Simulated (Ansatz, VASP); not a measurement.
**Ga3BSb2 in VASP and in Ansatz**

```
Ga B Sb
1.0
     3.11504    1.79847    3.64378
    -3.11504    1.79847    3.64378
     0.00000   -3.59694    3.64378
Ga B Sb
3 1 2
Direct
  0.00000 0.50000 0.00000
  0.50000 0.00000 0.00000
  0.00000 0.00000 0.50000
  0.00000 0.00000 0.00000
  0.63382 0.63382 0.63382
  0.36618 0.36618 0.36618
```

Change from the starting cell: species swapped into the Sc2AlCo3 type (R-3m, No. 166).

Alike in both runs: functional PBE; k mesh 12 × 12 × 12; occupations gaussian, width 0.1 eV; no spin polarisation.

Ansatz relaxed the structure, and its values are those at the end. VASP's run is a single point on that final structure, the one shown.

|  | VASP | Ansatz |
| --- | --- | --- |
| version | VASP 6.6.1 | Ansatz 0.2.0 |
| potentials or method | VASP PAW PBE potentials, release 64 (Ga_d, B, Sb), cutoff 520 eV | scalar-relativistic, plane waves, PAW |
| valence electrons in the cell | 52 | 72 |

```tsv
	VASP	Ansatz	Ansatz less VASP
gap on the k mesh at the Fermi level (eV)	none	none	-
pressure (GPa)	0.0	0.0	-0.04
rms of the force components (eV/Å)	0.006	0.000	-0.0054
```

A gap of «none» marks a metal or a gap that the smearing closes. VASP's potentials hold 52 valence electrons a cell and Ansatz's 72, so a difference there can come from the potentials and not from the codes.

Spin-orbit coupling is off throughout.
